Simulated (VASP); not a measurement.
# CaO (kpbe) (Fm-3m) in VASP: notebook

Runs on CaO (kpbe). Level: PBE. Tasks: single point, relaxation of cell and atoms.

Everything below comes from runs of VASP 6.6.1. Logs are shortened: lines on timing, memory, paths and dates and some standing lists are left out, and cuts for length are marked.

## Step 1: The cell of the first run

It takes space group Fm-3m (No. 225, cubic). Conventional cell: a = 4.907 Å, b = 4.907 Å, c = 4.907 Å, α = 90.00°, β = 90.00°, γ = 90.00°. Within 3.2 Å of Ca (site symmetry m-3m) lie 6 O at 2.45 Å. Within 3.2 Å of O (site symmetry m-3m) lie 6 Ca at 2.45 Å.

## Step 2: Single point, PBE

INCAR reads:

```
SYSTEM = CaO
  ALGO = Normal
  EDIFF = 1E-7
  ENCUT = 520
  GGA = PE
  ISIF = 2
  ISMEAR = 0
  LASPH = .True.
  LCHARG = .False.
  LREAL = .False.
  LWAVE = .False.
  NBANDS = 15
  NELM = 100
  PREC = Accurate
  SIGMA = 0.1
```

KPOINTS reads:

```
k-points
0
Gamma
  6 6 6
  0 0 0
```

POSCAR reads:

```
CaO
1.0
    0.0000000000      2.4535000000      2.4535000000
    2.4535000000      0.0000000000      2.4535000000
    2.4535000000      2.4535000000      0.0000000000
Ca O
1 1
Direct
    0.0000000000      0.0000000000      0.0000000000
    0.5000000000      0.5000000000      0.5000000000
```

Potentials or basis: VASP PAW PBE potentials, release 64 (Ca_sv, O).

On the command line:

```bash
$ cat potpaw_PBE.64/Ca_sv/POTCAR potpaw_PBE.64/O/POTCAR > POTCAR
$ mpirun -np 1 vasp_std > vasp.out
```

OUTCAR:

```text
SYSTEM = CaO
   EDIFF = 1E-7
   ENCUT = 520
   GGA = PE
   ISIF = 2
   ISMEAR = 0
   LASPH = .True.
   LREAL = .False.
   NELM = 100
   PREC = Accurate

 ion  position               nearest neighbor table
   1  0.000  0.000  0.000-   2 2.45   2 2.45   2 2.45   2 2.45   2 2.45   2 2.45
   2  0.500  0.500  0.500-   1 2.45   1 2.45   1 2.45   1 2.45   1 2.45   1 2.45

  LATTYP: Found a face centered cubic cell.
 ALAT       =     4.9070000000

  Lattice vectors:

 A1 = (   0.0000000000,   2.4535000000,   2.4535000000)
 A2 = (   2.4535000000,   0.0000000000,   2.4535000000)
 A3 = (   2.4535000000,   2.4535000000,   0.0000000000)

Analysis of symmetry for initial positions (statically):
=====================================================================
 Subroutine PRICEL returns:
 Original cell was already a primitive cell.

 Routine SETGRP: Setting up the symmetry group for a
 face centered cubic supercell.

 Subroutine GETGRP returns: Found 48 space group operations
 (whereof 48 operations were pure point group operations)
 out of a pool of 48 trial point group operations.

The static configuration has the point symmetry O_h .

Analysis of symmetry for dynamics (positions and initial velocities):
=====================================================================
 Subroutine PRICEL returns:
 Original cell was already a primitive cell.

 Routine SETGRP: Setting up the symmetry group for a
 face centered cubic supercell.

 Subroutine GETGRP returns: Found 48 space group operations
 (whereof 48 operations were pure point group operations)
 out of a pool of 48 trial point group operations.

The dynamic configuration has the point symmetry O_h .

 Subroutine INISYM returns: Found 48 space group operations
 (whereof 48 operations are pure point group operations),
 and found     1 'primitive' translations

----------------------------------------------------------------------------------------

                                     Primitive cell

  volume of cell :      29.5385

  direct lattice vectors                    reciprocal lattice vectors
     0.000000000  2.453500000  2.453500000    -0.203790503  0.203790503  0.203790503
     2.453500000  0.000000000  2.453500000     0.203790503 -0.203790503  0.203790503
     2.453500000  2.453500000  0.000000000     0.203790503  0.203790503 -0.203790503

  length of vectors
     3.469772975  3.469772975  3.469772975     0.352975506  0.352975506  0.352975506

  position of ions in fractional coordinates (direct lattice)
     0.000000000  0.000000000  0.000000000
     0.500000000  0.500000000  0.500000000

  ion indices of the primitive-cell ions
   primitive index   ion index
                 1           1
                 2           2

----------------------------------------------------------------------------------------

 KPOINTS: k-points

Automatic generation of k-mesh.
 Grid dimensions read from file:
 generate k-points for:    6    6    6

 Generating k-lattice:

  Cartesian coordinates                     Fractional coordinates (reciprocal lattice)
    -0.033965084  0.033965084  0.033965084     0.166666667  0.000000000  0.000000000
     0.033965084 -0.033965084  0.033965084     0.000000000  0.166666667  0.000000000
     0.033965084  0.033965084 -0.033965084     0.000000000  0.000000000  0.166666667

  Length of vectors
     0.058829251  0.058829251  0.058829251

  Shift w.r.t. Gamma in fractional coordinates (k-lattice)
     0.000000000  0.000000000  0.000000000

 Subroutine IBZKPT returns following result:
 ===========================================

 Found     16 irreducible k-points:

 Following reciprocal coordinates:
            Coordinates               Weight
  0.000000  0.000000  0.000000      1.000000
  0.166667  0.000000  0.000000      8.000000
  0.333333  0.000000  0.000000      8.000000
  0.500000  0.000000  0.000000      4.000000
  0.166667  0.166667  0.000000      6.000000
  0.333333  0.166667  0.000000     24.000000
[... 8 lines left out ...]
 -0.333333  0.333333  0.166667     24.000000
 -0.333333  0.500000  0.166667     12.000000
   k-points           NKPTS =     16   k-points in BZ     NKDIM =     16   number of bands    NBANDS=     15
   number of dos      NEDOS =    301   number of ions     NIONS =      2
   total plane-waves  NPLWV =  21952
   dimension x,y,z NGX =    28 NGY =   28 NGZ =   28
   dimension x,y,z NGXF=    56 NGYF=   56 NGZF=   56
   ions per type =               1   1
   NGX,Y,Z   is equivalent  to a cutoff of  13.42, 13.42, 13.42 a.u.
   NGXF,Y,Z  is equivalent  to a cutoff of  26.83, 26.83, 26.83 a.u.
 SYSTEM =  CaO
   PREC   = accura    normal or accurate (medium, high low for compatibility)
   ISTART =      0    job   : 0-new  1-cont  2-samecut
   ICHARG =      2    charge: 1-file 2-atom 10-const
   ISPIN  =      1    spin polarized calculation?
   LNONCOLLINEAR =      F non collinear calculations
   LSORBIT =      F    spin-orbit coupling
   LASPH  =      T    aspherical Exc in radial PAW
   ENCUT  =  520.0 eV  38.22 Ry    6.18 a.u.   6.45  6.45  6.45*2*pi/ulx,y,z
   NELM   =    100;   NELMIN=  2; NELMDL= -5     # of ELM steps
   EDIFF  = 0.1E-06   stopping-criterion for ELM
   LREAL  =      F    real-space projection
   EDIFFG = 0.1E-05   stopping-criterion for IOM
   NSW    =      0    number of steps for IOM
   IBRION =     -1    ionic relax: 0-MD 1-quasi-New 2-CG
   NFREE  =      0    steps in history (QN), initial steepest desc. (CG)
   ISIF   =      2    stress and relaxation
   ISYM   =      2    0-nonsym 1-usesym 2-fastsym
   POTIM  = 0.5000    time-step for ionic-motion
   TEBEG  =    0.0;   TEEND  =   0.0 temperature during run
   PSTRESS=    0.0 pullay stress
   NELECT =      16.0000    total number of electrons
   NUPDOWN=      -1.0000    fix difference up-down
   EMIN   =  10.00;   EMAX   =-10.00  energy-range for DOS
   EFERMI =   0.00;   METHOD = LEGACY
   ISMEAR =     0;   SIGMA  =   0.10  broadening in eV -4-tet -1-fermi 0-gaus
   EFERMI_NEDOS =   21; number of points for ismear=-14 and -15
   IALGO  =     38    algorithm
   IMIX   =      4    mixing-type and parameters
     AMIX     =   0.40;   BMIX     =  1.00
     AMIX_MAG =   1.60;   BMIX_MAG =  1.00
  volume/ion in A,a.u.               =      14.77        99.67
  Fermi-wavevector in a.u.,A,eV,Ry     =   1.334501  2.521840 24.230504  1.780892
  Thomas-Fermi vector in A             =   2.463277
   LORBIT       =      0    0 simple, 1 ext, 2 COOP (PROOUT), +10 PAW based schemes
   GGA     = PE    functional components
   LHFCALC =     F    Hartree Fock is set to
   AEXX    =    0.0000 exact exchange contribution
   IVDW    =     0    specifies the selected vdW correction
   LEPSILON=     F    determine dielectric tensor
   LRPA    =     F    only Hartree local field effects (RPA)
 non-spin polarized calculation
 Gauss-broadening in eV      SIGMA  =   0.10
  energy-cutoff  :      520.00
  volume of cell :       29.54
 maximum number of plane-waves:       821
 NGX is ok and might be reduce to    28
   NGX = 13   NGY = 13   NGZ = 13

 number of electron      16.0000005 magnetization

 Free energy of the ion-electron system (eV)
  ---------------------------------------------------
  ext. energy  EPLUGINS =         0.00000000
  ---------------------------------------------------
  free energy    TOTEN  =       -12.79116158 eV

  energy without entropy =      -12.79116158  energy(sigma->0) =      -12.79116158

 E-fermi :   2.4417     XC(G=0): -10.1768

 val. band max:        2.0094009967   @ k =   0.0000   0.0000   0.0000
 cond. band min:       5.6534378700   @ k =   0.5000   0.5000   0.0000
 fundamental gap:      3.6440368733
 Fermi energy:         2.4416591663

 k-point     1 :       0.0000    0.0000    0.0000
  band No.  band energies     occupation
      1     -35.8887      2.00000
      2     -16.6923      2.00000
      3     -16.6923      2.00000
      4     -16.6923      2.00000
      5     -13.4047      2.00000
      6       2.0094      2.00000
      7       2.0094      2.00000
      8       2.0094      2.00000
      9       6.2366      0.00000
     10       8.0764      0.00000
     11       8.0764      0.00000
     12       8.0764      0.00000
     13       9.4748      0.00000
     14       9.4748      0.00000
     15      16.6901      0.00000

 k-point     2 :       0.1667    0.0000    0.0000
  band No.  band energies     occupation
      1     -35.8695      2.00000
      2     -16.9471      2.00000
      3     -16.7038      2.00000
      4     -16.7038      2.00000
      5     -13.1276      2.00000
      6       1.1843      2.00000
      7       1.6958      2.00000
      8       1.6958      2.00000
      9       7.3318      0.00000
     10       8.0363      0.00000
     11       8.4995      0.00000
     12       8.4995      0.00000
     13      10.0380      0.00000
     14      10.0380      0.00000
     15      17.4136      0.00000

 k-point     3 :       0.3333    0.0000    0.0000
  band No.  band energies     occupation
      1     -35.8307      2.00000
      2     -17.3726      2.00000
      3     -16.7268      2.00000
      4     -16.7268      2.00000
      5     -12.6547      2.00000
      6       0.0010      2.00000
      7       1.1592      2.00000
      8       1.1592      2.00000
      9       8.3248      0.00000
     10       9.2162      0.00000
     11       9.4646      0.00000
     12       9.4646      0.00000
     13      11.2091      0.00000
     14      11.2091      0.00000
     15      16.4774      0.00000
[... 199 lines left out ...]
 k-point    15 :      -0.3333    0.3333    0.1667
  band No.  band energies     occupation
      1     -35.7932      2.00000
      2     -17.2617      2.00000
      3     -16.9575      2.00000
      4     -16.8468      2.00000
      5     -12.7695      2.00000
      6       0.3663      2.00000
      7       0.9503      2.00000
      8       1.0642      2.00000
      9       8.3243      0.00000
     10       8.3292      0.00000
     11      10.2379      0.00000
     12      10.7194      0.00000
     13      11.6223      0.00000
     14      14.2486      0.00000
     15      14.9301      0.00000

 k-point    16 :      -0.3333    0.5000    0.1667
  band No.  band energies     occupation
      1     -35.7874      2.00000
      2     -17.1031      2.00000
      3     -16.9808      2.00000
      4     -16.9528      2.00000
      5     -12.9521      2.00000
      6       0.7956      2.00000
      7       1.0051      2.00000
      8       1.2098      2.00000
      9       6.9330      0.00000
     10       9.3840      0.00000
     11       9.9161      0.00000
     12      11.1293      0.00000
     13      11.2666      0.00000
     14      14.2844      0.00000
     15      14.8500      0.00000

------------------------ aborting loop because EDIFF is reached ----------------------------------------

  FORCE on cell =-STRESS in cart. coord.  units (eV):
  Direction    XX          YY          ZZ          XY          YZ          ZX
  --------------------------------------------------------------------------------------
  -------------------------------------------------------------------------------------
  Total       -0.7418020     -0.7418020     -0.7418020     -0.0000000      0.0000000      0.0000000
  in kB      -40.2355946    -40.2355946    -40.2355946     -0.0000000      0.0000000      0.0000000
  external PRESSURE =     -40.2355946 kB  Pullay stress =       0.0000000 kB

 VOLUME and BASIS-vectors are now :
 -----------------------------------------------------------------------------
  energy-cutoff  :      520.00
  volume of cell :       29.54
      direct lattice vectors                 reciprocal lattice vectors
     0.000000000  2.453500000  2.453500000    -0.203790503  0.203790503  0.203790503
     2.453500000  0.000000000  2.453500000     0.203790503 -0.203790503  0.203790503
     2.453500000  2.453500000  0.000000000     0.203790503  0.203790503 -0.203790503

 POSITION                                       TOTAL-FORCE (eV/Angst)
 -----------------------------------------------------------------------------------
      0.00000      0.00000      0.00000         0.000000     -0.000000      0.000000
      2.45350      2.45350      2.45350        -0.000000      0.000000     -0.000000
 -----------------------------------------------------------------------------------
    total drift:                                0.000000      0.000000      0.000000

  FREE ENERGIE OF THE ION-ELECTRON SYSTEM (eV)
  ---------------------------------------------------
  free  energy   TOTEN  =       -12.7911615762 eV

  energy  without entropy=      -12.7911615761  energy(sigma->0) =      -12.79116158
```

Run time: 5.7 s. Hardware: 1 thread of Intel Xeon Platinum 8559C (Emerald Rapids), shared host; peak memory 0.15 GiB.

Results:

- Free energy: -12.7912 eV
- Pressure: -4.0 GPa
- Band gap on the k mesh: 3.64 eV, indirect (least direct gap 4.03 eV)

Levels at points of the mesh, in eV from the valence-band top:
```csv
k point,band 6,band 7,band 8,band 9,band 10,band 11
"(0.00, 0.00, 0.00)",0.00,0.00,0.00,4.23,6.07,6.07
"(0.50, 0.00, 0.00)",-2.50,-1.09,-1.09,6.76,8.02,8.02
"(0.50, 0.50, 0.00)",-1.32,-0.38,-0.38,3.64,7.59,8.54
```

A k mesh can miss the band edges. A hybrid or GW would open this gap; PBE tends to underestimate it.

## Step 3: Single point, PBE

This run uses another cell than the first one, of 14.09 Å³/atom, 0.954 times its volume.

INCAR reads:

```
SYSTEM = CaO
ALGO     = Normal         ! electronic algorithm
EDIFF    = 1E-6           ! SCF threshold, eV
ENCUT    = 520            ! plane-wave cutoff, eV
GGA      = PE             ! functional
ISIF     = 2              ! what is computed and relaxed
ISMEAR   = 0              ! smearing method
LASPH    = .TRUE.         ! aspherical terms in the spheres
LCHARG   = .FALSE.        ! write CHGCAR
LREAL    = .FALSE.        ! projectors in reciprocal space
LWAVE    = .FALSE.        ! write WAVECAR
NBANDS   = 15             ! bands
NELM     = 60             ! most SCF steps
PREC     = Accurate       ! precision mode
SIGMA    = 0.02           ! smearing width, eV
```

KPOINTS reads:

```
k-points
0
G
  8 8 8
  0 0 0
```

POSCAR reads:

```
CaO
1.0
    0.0000000000      2.4153909960      2.4153909960
    2.4153909960      0.0000000000      2.4153909960
    2.4153909960      2.4153909960      0.0000000000
Ca O
1 1
Direct
    0.0000000000      0.0000000000      0.0000000000
    0.5000000000      0.5000000000      0.5000000000
```

Potentials or basis: VASP PAW PBE potentials, release 64 (Ca_sv, O).

On the command line:

```bash
$ cat potpaw_PBE.64/Ca_sv/POTCAR potpaw_PBE.64/O/POTCAR > POTCAR
$ mpirun -np 1 vasp_std > vasp.out
```

Run time: 7.9 s. Hardware: 1 thread of Intel Xeon Platinum 8559C (Emerald Rapids), shared host; peak memory 0.16 GiB.

Results (log left out):

| Property | Result |
| --- | --- |
| Free energy | -12.8053 eV |
| Pressure | 0.5 GPa |
| Band gap on the k mesh | 3.64 eV, indirect (least direct gap 4.02 eV) |

Levels at points of the mesh, in eV from the valence-band top:
```
           k point  band 5  band 6  band 7  band 8  band 9  band 10  band 11  band 12
(0.00, 0.00, 0.00)  -15.50    0.00    0.00    0.00    4.59     6.19     6.19     6.19
(0.50, 0.00, 0.00)  -14.37   -2.60   -1.17   -1.17    6.98     8.27     8.27     8.39
(0.50, 0.50, 0.00)  -15.26   -1.31   -0.38   -0.38    3.64     7.93     8.81     9.43
```

(Part 1 of 2 ends here.)
